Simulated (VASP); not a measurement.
Write the native input for VASP 6.6.1 that does the following.

```
Task                   : single point
Functional             : PBE
Potentials or basis    : VASP PAW PBE potentials, release 64 (S)
Cutoff                 : 520 eV
k mesh                 : 11 × 11 × 11
Occupations            : fermi-dirac, width 0.0612256 eV
Spin                   : no spin polarisation
Dipole correction      : no
Further INCAR settings : ALGO = Normal; EDIFF = 1e-07; NBANDS = 13
```

The structure of S lies in POSCAR:

```
S
1.0
    0.0000000000      2.8962343100      2.8962343100
    2.8962343100      0.0000000000      2.8962343100
    2.8962343100      2.8962343100      0.0000000000
S
2
Direct
    0.0000000000      0.0000000000      0.0000000000
    0.2500000000      0.2500000000      0.2500000000
```

This isn't the form of S at room conditions, which is orthorhombic, of S8 rings.

The input as run:

INCAR

```
SYSTEM = S
ALGO = Normal ; EDIFF = 1E-7
ENCUT = 520 ; GGA = PE
ISIF = 2 ; ISMEAR = -1
LASPH = .True. ; LCHARG = .False.
LREAL = .False. ; LWAVE = .False.
NBANDS = 13 ; NELM = 80
PREC = Accurate ; SIGMA = 0.06122561905347299
```

KPOINTS

```
k-points
0
Gamma
  11 11 11
  0 0 0
```

Potentials or basis: VASP PAW PBE potentials, release 64 (S).

Run with:

```bash
$ cat potpaw_PBE.64/S/POTCAR > POTCAR
$ mpirun -np 1 vasp_std > vasp.out
```

Results of the run:

```
Pressure               : -0.1 GPa
Band gap on the k mesh : zero (bands 6 and 7 overlap by 1.13 eV)
```

Wall time 55 s on 1 thread of Intel Xeon 8259CL, with other jobs on the host, peak memory 0.17 GiB.
